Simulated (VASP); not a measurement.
# TbBeC (P-6m2) in VASP: relaxation of cell and atoms with PBE

Aim: the relaxation of cell and atoms of TbBeC with PBE.

Program: VASP 6.6.1. These are calculated values, not measurements. Logs are shortened: lines on timing, memory, paths and dates and some standing lists are left out, and cuts for length are marked.

## (1) The cell of the first run

Symmetry: P-6m2, No. 187, hexagonal system. Conventional cell: a = 3.364 Å, b = 3.364 Å, c = 3.815 Å, α = 90.00°, β = 90.00°, γ = 120.00°. Within 3.6 Å of Tb (site symmetry -6m2) lie 6 C at 2.72 Å and 6 Be at 2.72 Å and 6 Tb at 3.36 Å. Be (site symmetry -6m2) has 3 C at 1.94 Å within 2.6 Å. C (site symmetry -6m2) has 3 Be at 1.94 Å within 2.6 Å.

The cell was generated, and may not be a known phase.

## (2) Relaxation of cell and atoms, PBE

Contents of INCAR:

```
  PREC = Accurate
  ENCUT = 600
  EDIFF = 1E-7
  ISMEAR = 0
  SIGMA = 0.1
  LREAL = F
  LASPH = T
  NELM = 200
  ALGO = Normal
  ISIF = 3
  LWAVE = F
  LCHARG = F
  GGA = PE
  IBRION = 2
  NSW = 100
  EDIFFG = -0.01
  GGA_COMPAT = F
  NELMIN = 4
  LMAXMIX = 6
```

Contents of KPOINTS:

```
Automatic mesh
0
Gamma
  18 18 12
```

Contents of POSCAR:

```
TbBeC
1.0
    3.3641992049      0.0000000000      0.0000000000
   -1.6820996024      2.9134819748      0.0000000000
    0.0000000000      0.0000000000      3.8153274140
Tb Be C
1 1 1
Direct
    0.6666666667      0.3333333333      0.0000000000
    0.0000000000      0.0000000000      0.5000000000
    0.3333333333      0.6666666667      0.5000000000
```

Potentials or basis: VASP PAW PBE potentials, release 64 (Tb_3, Be, C), 4f in core.

Started as:

```console
$ cat potpaw_PBE.64/Tb_3/POTCAR potpaw_PBE.64/Be/POTCAR potpaw_PBE.64/C/POTCAR > POTCAR
$ mpirun -np 1 vasp_std > vasp.out
```

OUTCAR:

```text
PREC = Accurate
   ENCUT = 600
   EDIFF = 1E-7
   ISMEAR = 0
   LREAL = F
   LASPH = T
   NELM = 200
   ISIF = 3
   GGA = PE
   IBRION = 2
   NSW = 100
   EDIFFG = -0.01
   NELMIN = 4

 ion  position               nearest neighbor table
   1  0.667  0.333  0.000-   3 2.72   3 2.72   2 2.72   2 2.72   3 2.72   3 2.72   2 2.72   2 2.72
                             2 2.72   2 2.72   3 2.72   3 2.72
   2  0.000  0.000  0.500-   3 1.94   3 1.94   3 1.94   1 2.72   1 2.72   1 2.72   1 2.72   1 2.72
                             1 2.72
   3  0.333  0.667  0.500-   2 1.94   2 1.94   2 1.94   1 2.72   1 2.72   1 2.72   1 2.72   1 2.72
                             1 2.72

  LATTYP: Found a hexagonal cell.
 ALAT       =     3.3641992049
 C/A-ratio  =     1.1340967587

  Lattice vectors:

 A1 = (   3.3641992049,   0.0000000000,   0.0000000000)
 A2 = (  -1.6820996024,   2.9134819748,   0.0000000000)
 A3 = (   0.0000000000,   0.0000000000,   3.8153274140)

Analysis of symmetry for initial positions (statically):
=====================================================================
 Subroutine PRICEL returns:
 Original cell was already a primitive cell.

 Routine SETGRP: Setting up the symmetry group for a
 hexagonal supercell.

 Subroutine GETGRP returns: Found 12 space group operations
 (whereof 12 operations were pure point group operations)
 out of a pool of 24 trial point group operations.

The static configuration has the point symmetry D_3h.

Analysis of symmetry for dynamics (positions and initial velocities):
=====================================================================
 Subroutine PRICEL returns:
 Original cell was already a primitive cell.

 Routine SETGRP: Setting up the symmetry group for a
 hexagonal supercell.

 Subroutine GETGRP returns: Found 12 space group operations
 (whereof 12 operations were pure point group operations)
 out of a pool of 24 trial point group operations.

The dynamic configuration has the point symmetry D_3h.

 Subroutine INISYM returns: Found 12 space group operations
 (whereof 12 operations are pure point group operations),
 and found     1 'primitive' translations

----------------------------------------------------------------------------------------

                                     Primitive cell

  volume of cell :      37.3961

  direct lattice vectors                    reciprocal lattice vectors
     3.364199205  0.000000000  0.000000000     0.297247559  0.171615958  0.000000000
    -1.682099602  2.913481975  0.000000000     0.000000000  0.343231916  0.000000000
     0.000000000  0.000000000  3.815327414     0.000000000  0.000000000  0.262100704

  length of vectors
     3.364199205  3.364199205  3.815327414     0.343231916  0.343231916  0.262100704

  position of ions in fractional coordinates (direct lattice)
     0.666666667  0.333333333  0.000000000
     0.000000000  0.000000000  0.500000000
     0.333333333  0.666666667  0.500000000

  ion indices of the primitive-cell ions
   primitive index   ion index
                 1           1
                 2           2
                 3           3

----------------------------------------------------------------------------------------

 KPOINTS: Automatic mesh

Automatic generation of k-mesh.
 Grid dimensions read from file:
 generate k-points for:   18   18   12

 Generating k-lattice:

  Cartesian coordinates                     Fractional coordinates (reciprocal lattice)
     0.016513753  0.009534220  0.000000000     0.055555556 -0.000000000  0.000000000
     0.000000000  0.019068440  0.000000000     0.000000000  0.055555556  0.000000000
     0.000000000  0.000000000  0.021841725     0.000000000  0.000000000  0.083333333

  Length of vectors
     0.019068440  0.019068440  0.021841725

  Shift w.r.t. Gamma in fractional coordinates (k-lattice)
     0.000000000  0.000000000  0.000000000

 Subroutine IBZKPT returns following result:
 ===========================================

 Found    259 irreducible k-points:

 Following reciprocal coordinates:
            Coordinates               Weight
  0.000000  0.000000  0.000000      1.000000
  0.055556  0.000000  0.000000      6.000000
  0.111111  0.000000  0.000000      6.000000
  0.166667  0.000000  0.000000      6.000000
  0.222222  0.000000  0.000000      6.000000
  0.277778  0.000000  0.000000      6.000000
[... 16 lines left out ...]
  0.333333  0.111111  0.000000     12.000000
  0.388889  0.111111  0.000000     12.000000
 [... further k-points ...]
   k-points           NKPTS =    259   k-points in BZ     NKDIM =    259   number of bands    NBANDS=     11
   number of dos      NEDOS =    301   number of ions     NIONS =      3
   total plane-waves  NPLWV =  23520
   dimension x,y,z NGX =    28 NGY =   28 NGZ =   30
   dimension x,y,z NGXF=    56 NGYF=   56 NGZF=   60
   ions per type =               1   1   1
   NGX,Y,Z   is equivalent  to a cutoff of  13.84, 13.84, 13.07 a.u.
   NGXF,Y,Z  is equivalent  to a cutoff of  27.67, 27.67, 26.14 a.u.
 SYSTEM =  unknown system
   PREC   = accura    normal or accurate (medium, high low for compatibility)
   ISTART =      0    job   : 0-new  1-cont  2-samecut
   ICHARG =      2    charge: 1-file 2-atom 10-const
   ISPIN  =      1    spin polarized calculation?
   LNONCOLLINEAR =      F non collinear calculations
   LSORBIT =      F    spin-orbit coupling
   LASPH  =      T    aspherical Exc in radial PAW
   ENCUT  =  600.0 eV  44.10 Ry    6.64 a.u.   6.72  6.72  7.62*2*pi/ulx,y,z
   NELM   =    200;   NELMIN=  4; NELMDL= -5     # of ELM steps
   EDIFF  = 0.1E-06   stopping-criterion for ELM
   LREAL  =      F    real-space projection
   EDIFFG = -.1E-01   stopping-criterion for IOM
   NSW    =    100    number of steps for IOM
   IBRION =      2    ionic relax: 0-MD 1-quasi-New 2-CG
   NFREE  =      1    steps in history (QN), initial steepest desc. (CG)
   ISIF   =      3    stress and relaxation
   ISYM   =      2    0-nonsym 1-usesym 2-fastsym
   POTIM  = 0.5000    time-step for ionic-motion
   TEBEG  =    0.0;   TEEND  =   0.0 temperature during run
   PSTRESS=    0.0 pullay stress
   NELECT =      15.0000    total number of electrons
   NUPDOWN=      -1.0000    fix difference up-down
   EMIN   =  10.00;   EMAX   =-10.00  energy-range for DOS
   EFERMI =   0.00;   METHOD = LEGACY
   ISMEAR =     0;   SIGMA  =   0.10  broadening in eV -4-tet -1-fermi 0-gaus
   EFERMI_NEDOS =   21; number of points for ismear=-14 and -15
   IALGO  =     38    algorithm
   IMIX   =      4    mixing-type and parameters
     AMIX     =   0.40;   BMIX     =  1.00
     AMIX_MAG =   1.60;   BMIX_MAG =  1.00
  volume/ion in A,a.u.               =      12.47        84.12
  Fermi-wavevector in a.u.,A,eV,Ry     =   1.207341  2.281544 19.832837  1.457672
  Thomas-Fermi vector in A             =   2.342982
   LORBIT       =      0    0 simple, 1 ext, 2 COOP (PROOUT), +10 PAW based schemes
   GGA     = PE    functional components
   LHFCALC =     F    Hartree Fock is set to
   AEXX    =    0.0000 exact exchange contribution
   IVDW    =     0    specifies the selected vdW correction
   LEPSILON=     F    determine dielectric tensor
   LRPA    =     F    only Hartree local field effects (RPA)
 conjugate gradient relaxation of ions
 non-spin polarized calculation
 Gauss-broadening in eV      SIGMA  =   0.10
  energy-cutoff  :      600.00
  volume of cell :       37.40
 maximum number of plane-waves:      1270
 NGX is ok and might be reduce to    28
   NGX = 13   NGY = 13   NGZ = 15

--------------------------------------- Ionic step        1  -------------------------------------------

 number of electron      15.0000000 magnetization

 Free energy of the ion-electron system (eV)
  ---------------------------------------------------
  ext. energy  EPLUGINS =         0.00000000
  ---------------------------------------------------
  free energy    TOTEN  =       -18.23595261 eV

  energy without entropy =      -18.22755619  energy(sigma->0) =      -18.23175440

------------------------ aborting loop because EDIFF is reached ----------------------------------------

  FORCE on cell =-STRESS in cart. coord.  units (eV):
  Direction    XX          YY          ZZ          XY          YZ          ZX
  --------------------------------------------------------------------------------------
  -------------------------------------------------------------------------------------
  Total        0.1396392      0.1396392      0.2601651      0.0000000      0.0000000      0.0000000
  in kB        5.9826276      5.9826276     11.1463789      0.0000000      0.0000000      0.0000000
  external PRESSURE =       7.7038780 kB  Pullay stress =       0.0000000 kB
[... 96 lines left out ...]
  energy  without entropy=      -18.2282464908  energy(sigma->0) =      -18.23237867

--------------------------------------- Ionic step        4  -------------------------------------------

 number of electron      15.0000000 magnetization

 Free energy of the ion-electron system (eV)
  ---------------------------------------------------
  ext. energy  EPLUGINS =         0.00000000
  ---------------------------------------------------
  free energy    TOTEN  =       -18.23651071 eV

  energy without entropy =      -18.22824913  energy(sigma->0) =      -18.23237992

 E-fermi :   5.1221     XC(G=0): -11.4072

 val. band max:        5.1191842112   @ k =   0.2778   0.2222   0.2500
 cond. band min:       5.1238394769   @ k =   0.3333   0.3333   0.3333
 fundamental gap:      0.0046552656
 Fermi energy:         5.1220567831

 k-point     1 :       0.0000    0.0000    0.0000
  band No.  band energies     occupation
      1     -16.3515      2.00000
      2     -15.8582      2.00000
      3     -15.8582      2.00000
      4      -6.1566      2.00000
      5       3.9893      2.00000
      6       3.9893      2.00000
      7       4.0322      2.00000
      8       4.1318      2.00000
      9       8.6317      0.00000
     10       9.6527      0.00000
     11       9.6527      0.00000
[... 309 lines left out ...]
 k-point    24 :       0.3889    0.1111    0.0000
  band No.  band energies     occupation
      1     -16.8543      2.00000
      2     -16.1733      2.00000
      3     -16.1536      2.00000
      4      -4.2172      2.00000
      5       0.1328      2.00000
      6       2.8968      2.00000
      7       2.9460      2.00000
      8       5.3850      0.00020
      9       7.2401      0.00000
     10       9.9679      0.00000
     11      11.1011      0.00000

 [... further k-points ...]

------------------------ aborting loop because EDIFF is reached ----------------------------------------

  FORCE on cell =-STRESS in cart. coord.  units (eV):
  Direction    XX          YY          ZZ          XY          YZ          ZX
  --------------------------------------------------------------------------------------
  -------------------------------------------------------------------------------------
  Total       -0.0295147     -0.0295147      0.0258129     -0.0000000      0.0000000      0.0000000
  in kB       -1.2571914     -1.2571914      1.0995118     -0.0000000      0.0000000      0.0000000
  external PRESSURE =      -0.4716237 kB  Pullay stress =       0.0000000 kB
[... 18 lines left out ...]
  FREE ENERGIE OF THE ION-ELECTRON SYSTEM (eV)
  ---------------------------------------------------
  free  energy   TOTEN  =       -18.2365107129 eV

  energy  without entropy=      -18.2282491258  energy(sigma->0) =      -18.23237992

 reached required accuracy - stopping structural energy minimisation
```

It took 2.4 min on 1 thread of AMD EPYC 9R45 (Zen 5), shared host; peak memory 0.29 GiB.

What came out:

| Quantity | Value |
| --- | --- |
| Free energy | -18.2365 eV |
| Relaxed volume | 12.54 Å³/atom |
| Relaxed cell | a = 3.369 Å, b = 3.369 Å, c = 3.826 Å, α = 90.00°, β = 90.00°, γ = 120.00° |
| Space group after relaxing (to 0.1 Å) | P-6m2 (No. 187) |
| Energy gained by relaxing | 0.2 meV/atom |
| Ionic steps | 4 |
| Pressure after relaxing | 0.0 GPa |
| Band gap on the k mesh | zero (an odd number of electrons rules out a gap without spin polarisation) |

The path:
```tsv
step	energy change (eV)	largest force (eV/Å)	pressure (GPa)	volume (Å³)
1	0.0000	0.0000	0.77	37.40
2	-0.0004	0.0000	-0.44	37.72
3	-0.0006	0.0000	-0.03	37.61
4	-0.0006	0.0000	-0.05	37.61
```

Final structure:
```
Tb Be C
1.0
     3.36926    0.00000    0.00000
    -1.68463    2.91786    0.00000
     0.00000    0.00000    3.82602
Tb Be C
1 1 1
Direct
  0.66667 0.33333 0.00000
  0.00000 0.00000 0.50000
  0.33333 0.66667 0.50000
```

Caveat: spin-orbit coupling is left out, which moves the levels of the heavy elements; the 4f electrons are frozen in the core, so they carry no moment and show no levels. Spin polarisation is off, so any magnetic state and its effect on volume and gap are missing.
